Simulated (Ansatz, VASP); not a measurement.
Two plane-wave programs on TiB

INCAR

```
  PREC = Accurate
  ENCUT = 600
  EDIFF = 1E-6
  ISMEAR = -1
  SIGMA = 0.15
  LREAL = False
  LASPH = True
  NELM = 100
  ALGO = Normal
  ISIF = 3
  LWAVE = False
  LCHARG = False
  GGA = PS
  IBRION = 2
  NSW = 80
  EDIFFG = -0.001
```

The input KPOINTS:

```
Automatic mesh
0
Gamma
  14 14 14
```

File POSCAR:

```
TiB
1.0
    0.0000000000      2.4533420120      2.4533420120
    2.4533420120      0.0000000000      2.4533420120
    2.4533420120      2.4533420120      0.0000000000
Ti B
1 1
Direct
    0.7500000000      0.7500000000      0.7500000000
    0.0000000000      0.0000000000      0.0000000000
```

Input for Ansatz:

```yaml
crystal:
  lattice:
    - [0.0, 2.453342012, 2.453342012]
    - [2.453342012, 0.0, 2.453342012]
    - [2.453342012, 2.453342012, 0.0]
  atoms:
    - { symbol: Ti, position: [0.75, 0.75, 0.75] }
    - { symbol: B, position: [0.0, 0.0, 0.0] }
basis:
  ecutwfc: 420
kpoints:
  mp_grid: { grid: [14, 14, 14] }
hamiltonian:
  xc: pbesol
scf:
  occupations: { method: fermi_dirac, width: 0.15 }
output:
  forces: true
  stress: true
  eigenvalues: true
relax:
  adjacent_minimum: "off"
  f_tol: 0.001
  max_steps: 60
  cell: { stress_tol: 0.01 }
```

Alike in both runs: task relaxation of cell and atoms; functional PBEsol; k mesh 14 × 14 × 14; occupations fermi-dirac, width 0.15 eV; no spin polarisation.

|  | VASP | Ansatz |
| --- | --- | --- |
| version | VASP 6.6.1 | Ansatz 0.2.0 |
| potentials or method | VASP PAW PBE potentials, release 64 (Ti_sv, B), cutoff 600 eV | scalar-relativistic, plane waves, PAW |
| valence electrons in the cell | 15 | 15 |

|  | VASP | Ansatz | Ansatz less VASP |
| --- | --- | --- | --- |
| gap on the k mesh at the Fermi level, each at its own relaxed structure (eV) | none | none | - |
| relaxed volume (Å³/atom) | 14.84 | 14.83 | -0.009 |
| relaxed cell length with the largest relative difference (Å) | 3.475 | 3.474 | -0.0007 |

VASP's potentials were made for PBE, not for PBEsol. A gap of «none» marks a metal or a gap that the smearing closes.
